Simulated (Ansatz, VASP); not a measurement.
Two plane-wave programs on C

Contents of INCAR:

```
SYSTEM = C
ALGO = Normal ; EDIFF = 1E-6
ENCUT = 520 ; GGA = PS
ISIF = 2 ; ISMEAR = 0
IVDW = 12 ; LASPH = .TRUE.
LCHARG = .FALSE. ; LREAL = .FALSE.
LWAVE = .FALSE. ; NBANDS = 16
NELM = 80 ; PREC = Accurate
SIGMA = 0.15
```

Contents of KPOINTS:

```
k-points
0
G
  21 21 8
  0 0 0
```

File POSCAR:

```
C
1.0
    2.4767013707      0.0000000000      0.0000000000
   -1.2383506854      2.1448863046      0.0000000000
    0.0000000000      0.0000000000      6.7918581689
C
4
Direct
    0.0000000000      0.0000000000      0.0025000000
    0.0000000000      0.0000000000      0.5025000000
    0.3333333333      0.6666666667      0.0025000000
    0.6666666667      0.3333333333      0.5025000000
```

Input for Ansatz:

```yaml
crystal:
  lattice:
    - [2.4767013707, 0.0, 0.0]
    - [-1.2383506854, 2.1448863046, 0.0]
    - [0.0, 0.0, 6.7918581689]
  atoms:
    - { symbol: C, position: [0.0, 0.0, 0.0025] }
    - { symbol: C, position: [0.0, 0.0, 0.5025] }
    - { symbol: C, position: [0.3333333333, 0.6666666667, 0.0025] }
    - { symbol: C, position: [0.6666666667, 0.3333333333, 0.5025] }
basis:
  ecutwfc: 520.0
kpoints:
  mp_grid: { grid: [21, 21, 8] }
hamiltonian:
  xc: pbesol
  pseudopotentials: { kind: paw, azcp: { folder: soft_1 } }
  dispersion: d3bj
scf:
  occupations: { method: gaussian, width: 0.15 }
output:
  forces: true
  stress: true
  eigenvalues: true
```

Alike in both runs: task single point; functional PBEsol; dispersion D3(BJ); k mesh 21 × 21 × 8; occupations gaussian, width 0.15 eV; no spin polarisation.

|  | VASP | Ansatz |
| --- | --- | --- |
| version | VASP 6.6.1 | Ansatz 0.2.0 |
| potentials or method | VASP PAW PBE potentials, release 64 (C), cutoff 520 eV | scalar-relativistic, plane waves, PAW |
| valence electrons in the cell | 16 | 16 |

```tsv
	VASP	Ansatz	Ansatz less VASP
gap on the k mesh at the Fermi level (eV)	none	none	-
pressure (GPa)	-5.9	-6.6	-0.69
traceless stress, the component that is largest in VASP (GPa)	4.90	5.68	+0.787
```

VASP's potentials were made for PBE, not for PBEsol, and Ansatz warns of the same on its side. A gap of «none» marks a metal or a gap that the smearing closes.
